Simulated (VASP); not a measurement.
# Li3B (P6_3/mmc) in VASP: further runs

Li3B is run at these levels: PBE; tasks: single point, relaxation of cell and atoms.

Everything below comes from runs of VASP 6.6.1. Logs are shortened: lines on timing, memory, paths and dates and some standing lists are left out, and cuts for length are marked.

### Step 1. The cell of the first run

Symmetry: P6_3/mmc, No. 194, hexagonal system. The conventional cell has a = 5.179 Å, b = 5.179 Å, c = 4.097 Å, α = 90.00°, β = 90.00°, γ = 120.00°. Li (site symmetry mm2) has 8 Li at 2.37 to 2.81 Å and 4 B at 2.46 to 2.59 Å within 3.1 Å. B (site symmetry -6m2) has 12 Li at 2.46 to 2.59 Å within 3.3 Å.

### Step 2. Single point, PBE

INCAR reads:

```
SYSTEM = Li3B
  PREC = Accurate
  ENCUT = 520
  EDIFF = 1E-6
  ISMEAR = 0
  SIGMA = 0.1
  LREAL = .FALSE.
  LASPH = .TRUE.
  NELM = 100
  ALGO = Fast
  ISIF = 2
  LWAVE = .FALSE.
  LCHARG = .FALSE.
  GGA = PE
  NBANDS = 22
```

KPOINTS reads:

```
regular mesh
0
G
  12 12 10
  0 0 0
```

POSCAR reads:

```
Li3B
1.0
    5.1791965132      0.0000000000      0.0000000000
   -2.5895982566      4.4853157516      0.0000000000
    0.0000000000      0.0000000000      4.0971362804
Li B
6 2
Direct
    0.8194501773      0.6389003547      0.2500000000
    0.1805498227      0.8194501773      0.7500000000
    0.3610996453      0.1805498227      0.2500000000
    0.1805498227      0.3610996453      0.7500000000
    0.8194501773      0.1805498227      0.2500000000
    0.6389003547      0.8194501773      0.7500000000
    0.3333333333      0.6666666667      0.2500000000
    0.6666666667      0.3333333333      0.7500000000
```

Potentials or basis: VASP PAW PBE potentials, release 64 (Li_sv, B).

Started as:

```sh
$ cat potpaw_PBE.64/Li_sv/POTCAR potpaw_PBE.64/B/POTCAR > POTCAR
$ mpirun -np 1 vasp_std > vasp.out
```

OUTCAR:

```text
SYSTEM = Li3B
   PREC = Accurate
   ENCUT = 520
   EDIFF = 1E-6
   ISMEAR = 0
   LREAL = .FALSE.
   LASPH = .TRUE.
   NELM = 100
   ISIF = 2
   GGA = PE

 ion  position               nearest neighbor table
   1  0.819  0.639  0.250-   3 2.37   5 2.37
   2  0.181  0.819  0.750-   4 2.37   6 2.37
   3  0.361  0.181  0.250-   1 2.37   5 2.37
   4  0.181  0.361  0.750-   2 2.37   6 2.37
   5  0.819  0.181  0.250-   1 2.37   3 2.37
   6  0.639  0.819  0.750-   4 2.37   2 2.37
   7  0.333  0.667  0.250-
   8  0.667  0.333  0.750-

  LATTYP: Found a hexagonal cell.
 ALAT       =     5.1791965132
 C/A-ratio  =     0.7910756562

  Lattice vectors:

 A1 = (   5.1791965132,   0.0000000000,   0.0000000000)
 A2 = (  -2.5895982566,   4.4853157516,   0.0000000000)
 A3 = (   0.0000000000,   0.0000000000,   4.0971362804)

Analysis of symmetry for initial positions (statically):
=====================================================================
 Subroutine PRICEL returns:
 Original cell was already a primitive cell.

 Routine SETGRP: Setting up the symmetry group for a
 hexagonal supercell.

 Subroutine GETGRP returns: Found 24 space group operations
 (whereof 12 operations were pure point group operations)
 out of a pool of 24 trial point group operations.

The static configuration has the point symmetry D_3d.
 The point group associated with its full space group is D_6h.

Analysis of symmetry for dynamics (positions and initial velocities):
=====================================================================
 Subroutine PRICEL returns:
 Original cell was already a primitive cell.

 Routine SETGRP: Setting up the symmetry group for a
 hexagonal supercell.

 Subroutine GETGRP returns: Found 24 space group operations
 (whereof 12 operations were pure point group operations)
 out of a pool of 24 trial point group operations.

The dynamic configuration has the point symmetry D_3d.
 The point group associated with its full space group is D_6h.

 Subroutine INISYM returns: Found 24 space group operations
 (whereof 12 operations are pure point group operations),
 and found     1 'primitive' translations

----------------------------------------------------------------------------------------

                                     Primitive cell

  volume of cell :      95.1778

  direct lattice vectors                    reciprocal lattice vectors
     5.179196513  0.000000000  0.000000000     0.193080142  0.111474872  0.000000000
    -2.589598257  4.485315752  0.000000000     0.000000000  0.222949744  0.000000000
     0.000000000  0.000000000  4.097136280     0.000000000  0.000000000  0.244072916

  length of vectors
     5.179196513  5.179196513  4.097136280     0.222949744  0.222949744  0.244072916

  position of ions in fractional coordinates (direct lattice)
     0.819450177  0.638900355  0.250000000
     0.180549823  0.819450177  0.750000000
     0.361099645  0.180549823  0.250000000
     0.180549823  0.361099645  0.750000000
     0.819450177  0.180549823  0.250000000
     0.638900355  0.819450177  0.750000000
     0.333333333  0.666666667  0.250000000
     0.666666667  0.333333333  0.750000000

  ion indices of the primitive-cell ions
   primitive index   ion index
                 1           1
                 2           2
                 3           3
                 4           4
                 5           5
                 6           6
                 7           7
                 8           8

----------------------------------------------------------------------------------------

 KPOINTS: regular mesh

Automatic generation of k-mesh.
 Grid dimensions read from file:
 generate k-points for:   12   12   10

 Generating k-lattice:

  Cartesian coordinates                     Fractional coordinates (reciprocal lattice)
     0.016090012  0.009289573  0.000000000     0.083333333  0.000000000  0.000000000
     0.000000000  0.018579145  0.000000000     0.000000000  0.083333333  0.000000000
     0.000000000  0.000000000  0.024407292     0.000000000  0.000000000  0.100000000

  Length of vectors
     0.018579145  0.018579145  0.024407292

  Shift w.r.t. Gamma in fractional coordinates (k-lattice)
     0.000000000  0.000000000  0.000000000

 Subroutine IBZKPT returns following result:
 ===========================================

 Found    114 irreducible k-points:

 Following reciprocal coordinates:
            Coordinates               Weight
  0.000000  0.000000  0.000000      1.000000
  0.083333 -0.000000  0.000000      6.000000
  0.166667 -0.000000  0.000000      6.000000
  0.250000 -0.000000  0.000000      6.000000
  0.333333 -0.000000  0.000000      6.000000
  0.416667 -0.000000  0.000000      6.000000
[... 16 lines left out ...]
  0.250000 -0.000000  0.100000     12.000000
  0.333333 -0.000000  0.100000     12.000000
 [... further k-points ...]
   k-points           NKPTS =    114   k-points in BZ     NKDIM =    114   number of bands    NBANDS=     22
   number of dos      NEDOS =    301   number of ions     NIONS =      8
   total plane-waves  NPLWV =  48000
   dimension x,y,z NGX =    40 NGY =   40 NGZ =   30
   dimension x,y,z NGXF=    80 NGYF=   80 NGZF=   60
   ions per type =               6   2
   NGX,Y,Z   is equivalent  to a cutoff of  12.84, 12.84, 12.17 a.u.
   NGXF,Y,Z  is equivalent  to a cutoff of  25.68, 25.68, 24.35 a.u.
 SYSTEM =  Li3B
   PREC   = accura    normal or accurate (medium, high low for compatibility)
   ISTART =      0    job   : 0-new  1-cont  2-samecut
   ICHARG =      2    charge: 1-file 2-atom 10-const
   ISPIN  =      1    spin polarized calculation?
   LNONCOLLINEAR =      F non collinear calculations
   LSORBIT =      F    spin-orbit coupling
   LASPH  =      T    aspherical Exc in radial PAW
   ENCUT  =  520.0 eV  38.22 Ry    6.18 a.u.   9.63  9.63  7.62*2*pi/ulx,y,z
   NELM   =    100;   NELMIN=  2; NELMDL= -5     # of ELM steps
   EDIFF  = 0.1E-05   stopping-criterion for ELM
   LREAL  =      F    real-space projection
   EDIFFG = 0.1E-04   stopping-criterion for IOM
   NSW    =      0    number of steps for IOM
   IBRION =     -1    ionic relax: 0-MD 1-quasi-New 2-CG
   NFREE  =      0    steps in history (QN), initial steepest desc. (CG)
   ISIF   =      2    stress and relaxation
   ISYM   =      2    0-nonsym 1-usesym 2-fastsym
   POTIM  = 0.5000    time-step for ionic-motion
   TEBEG  =    0.0;   TEEND  =   0.0 temperature during run
   PSTRESS=    0.0 pullay stress
   NELECT =      24.0000    total number of electrons
   NUPDOWN=      -1.0000    fix difference up-down
   EMIN   =  10.00;   EMAX   =-10.00  energy-range for DOS
   EFERMI =   0.00;   METHOD = LEGACY
   ISMEAR =     0;   SIGMA  =   0.10  broadening in eV -4-tet -1-fermi 0-gaus
   EFERMI_NEDOS =   21; number of points for ismear=-14 and -15
   IALGO  =     68    algorithm
   IMIX   =      4    mixing-type and parameters
     AMIX     =   0.40;   BMIX     =  1.00
     AMIX_MAG =   1.60;   BMIX_MAG =  1.00
  volume/ion in A,a.u.               =      11.90        80.29
  Fermi-wavevector in a.u.,A,eV,Ry     =   1.034269  1.954484 14.554307  1.069711
  Thomas-Fermi vector in A             =   2.168556
   LORBIT       =      0    0 simple, 1 ext, 2 COOP (PROOUT), +10 PAW based schemes
   GGA     = PE    functional components
   LHFCALC =     F    Hartree Fock is set to
   AEXX    =    0.0000 exact exchange contribution
   IVDW    =     0    specifies the selected vdW correction
   LEPSILON=     F    determine dielectric tensor
   LRPA    =     F    only Hartree local field effects (RPA)
 non-spin polarized calculation
 RMM-DIIS sequential band-by-band and
 Gauss-broadening in eV      SIGMA  =   0.10
  energy-cutoff  :      520.00
  volume of cell :       95.18
 maximum number of plane-waves:      2595
 NGX is ok and might be reduce to    40
   NGX = 19   NGY = 19   NGZ = 15

 number of electron      24.0000029 magnetization

 Free energy of the ion-electron system (eV)
  ---------------------------------------------------
  ext. energy  EPLUGINS =         0.00000000
  ---------------------------------------------------
  free energy    TOTEN  =       -21.57637234 eV

  energy without entropy =      -21.55762007  energy(sigma->0) =      -21.56699621

 E-fermi :   2.0517     XC(G=0):  -8.8316

 val. band max:        2.0381996680   @ k =   0.2500   0.1667   0.3000
 cond. band min:       2.0528694503   @ k =   0.0833  -0.0000   0.3000
 fundamental gap:      0.0146697823
 Fermi energy:         2.0517068223

 k-point     1 :       0.0000    0.0000    0.0000
  band No.  band energies     occupation
      1     -43.3538      2.00000
      2     -43.2831      2.00000
      3     -43.2598      2.00000
      4     -43.2598      2.00000
      5     -43.2290      2.00000
      6     -43.2290      2.00000
[... 14 lines left out ...]
     21       9.5682      0.00000
     22       9.5800      0.00000

 k-point     2 :       0.0833   -0.0000    0.0000
  band No.  band energies     occupation
      1     -43.3525      2.00000
      2     -43.2835      2.00000
      3     -43.2611      2.00000
      4     -43.2599      2.00000
      5     -43.2289      2.00000
      6     -43.2286      2.00000
[... 14 lines left out ...]
     21       9.3306      0.00000
     22       9.8258      0.00000

 k-point     3 :       0.1667   -0.0000    0.0000
  band No.  band energies     occupation
      1     -43.3489      2.00000
      2     -43.2851      2.00000
      3     -43.2639      2.00000
      4     -43.2601      2.00000
      5     -43.2286      2.00000
      6     -43.2278      2.00000
[... 14 lines left out ...]
     21       9.2142      0.00000
     22      10.1615      0.00000

 k-point     4 :       0.2500   -0.0000    0.0000
  band No.  band energies     occupation
      1     -43.3430      2.00000
      2     -43.2891      2.00000
      3     -43.2664      2.00000
      4     -43.2605      2.00000
      5     -43.2283      2.00000
      6     -43.2271      2.00000
[... 14 lines left out ...]
     21       9.1006      0.00000
     22      10.0467      0.00000

 k-point     5 :       0.3333   -0.0000    0.0000
  band No.  band energies     occupation
      1     -43.3354      2.00000
      2     -43.2959      2.00000
      3     -43.2676      2.00000
      4     -43.2608      2.00000
      5     -43.2280      2.00000
      6     -43.2266      2.00000
[... 14 lines left out ...]
     21       9.1373      0.00000
     22       9.9785      0.00000

 k-point     6 :       0.4167   -0.0000    0.0000
  band No.  band energies     occupation
      1     -43.3267      2.00000
      2     -43.3045      2.00000
      3     -43.2679      2.00000
      4     -43.2611      2.00000
      5     -43.2278      2.00000
      6     -43.2264      2.00000
[... 14 lines left out ...]
     21       9.3496      0.00000
     22       9.9593      0.00000

 k-point     7 :       0.5000   -0.0000    0.0000
  band No.  band energies     occupation
      1     -43.3205      2.00000
      2     -43.3108      2.00000
      3     -43.2680      2.00000
      4     -43.2612      2.00000
      5     -43.2278      2.00000
      6     -43.2264      2.00000
[... 324 lines left out ...]
      6     -43.2298      2.00000
[... 14 lines left out ...]
     21       9.3783      0.00000
     22       9.6359      0.00000

 k-point    21 :       0.0833   -0.0000    0.1000
  band No.  band energies     occupation
      1     -43.3508      2.00000
      2     -43.2851      2.00000
      3     -43.2603      2.00000
      4     -43.2591      2.00000
      5     -43.2297      2.00000
      6     -43.2295      2.00000
[... 14 lines left out ...]
     21       9.5252      0.00000
     22       9.6849      0.00000

 k-point    22 :       0.1667   -0.0000    0.1000
  band No.  band energies     occupation
      1     -43.3472      2.00000
      2     -43.2864      2.00000
      3     -43.2631      2.00000
      4     -43.2594      2.00000
      5     -43.2294      2.00000
      6     -43.2288      2.00000
[... 14 lines left out ...]
     21       9.4527      0.00000
     22       9.7359      0.00000

 k-point    23 :       0.2500   -0.0000    0.1000
  band No.  band energies     occupation
      1     -43.3415      2.00000
      2     -43.2899      2.00000
      3     -43.2659      2.00000
      4     -43.2597      2.00000
      5     -43.2291      2.00000
      6     -43.2282      2.00000
[... 14 lines left out ...]
     21       9.3506      0.00000
     22       9.8261      0.00000

 k-point    24 :       0.3333   -0.0000    0.1000
  band No.  band energies     occupation
      1     -43.3341      2.00000
      2     -43.2961      2.00000
      3     -43.2675      2.00000
      4     -43.2600      2.00000
      5     -43.2288      2.00000
      6     -43.2280      2.00000
[... 14 lines left out ...]
     21       9.3261      0.00000
     22       9.9515      0.00000

 [... further k-points ...]
[... 5 lines left out ...]
  --------------------------------------------------------------------------------------
  -------------------------------------------------------------------------------------
  Total       -0.0716678     -0.0716678     -0.0734405     -0.0000000      0.0000000     -0.0000000
  in kB       -1.2064213     -1.2064213     -1.2362623     -0.0000000      0.0000000     -0.0000000
  external PRESSURE =      -1.2163683 kB  Pullay stress =       0.0000000 kB

 VOLUME and BASIS-vectors are now :
 -----------------------------------------------------------------------------
  energy-cutoff  :      520.00
  volume of cell :       95.18
      direct lattice vectors                 reciprocal lattice vectors
     5.179196513  0.000000000  0.000000000     0.193080142  0.111474872  0.000000000
    -2.589598257  4.485315752  0.000000000     0.000000000  0.222949744  0.000000000
     0.000000000  0.000000000  4.097136280     0.000000000  0.000000000  0.244072916

 POSITION                                       TOTAL-FORCE (eV/Angst)
 -----------------------------------------------------------------------------------
      2.58960      2.86567      1.02428        -0.000000      0.004369     -0.000000
     -1.18694      3.67549      3.07285        -0.003784      0.002185     -0.000000
      1.40265      0.80982      1.02428        -0.003784     -0.002185      0.000000
      0.00000      1.61965      3.07285         0.000000     -0.004369      0.000000
      3.77654      0.80982      1.02428         0.003784     -0.002185      0.000000
      1.18694      3.67549      3.07285         0.003784      0.002185      0.000000
     -0.00000      2.99021      1.02428        -0.000000     -0.000000      0.000000
      2.58960      1.49511      3.07285         0.000000     -0.000000      0.000000
 -----------------------------------------------------------------------------------
    total drift:                               -0.000000      0.000000     -0.000000

  FREE ENERGIE OF THE ION-ELECTRON SYSTEM (eV)
  ---------------------------------------------------
  free  energy   TOTEN  =       -21.5763723449 eV

  energy  without entropy=      -21.5576200689  energy(sigma->0) =      -21.56699621
```

It took 3.2 min on 1 thread of Intel Xeon 6975P-C (Granite Rapids), shared host; peak memory 0.32 GiB.

Results:

* Free energy: -21.5764 eV
* Largest force: 0.004 eV/Å
* Band gap on the k mesh: zero (bands 12 and 13 overlap by 1.41 eV)

Forces on the atoms (eV/Å):
```
Li   0.000  0.004  0.000
Li  -0.004  0.002  0.000
Li  -0.004 -0.002  0.000
Li   0.000 -0.004  0.000
Li   0.004 -0.002  0.000
Li   0.004  0.002  0.000
B    0.000  0.000  0.000
B    0.000  0.000  0.000
```

Caveat: the cutoff is under 1.25 times the usual one of these potentials, so pressure, stress and relaxed cells hold a basis-set (Pulay) error.

(Continued in part 2 of 2.)
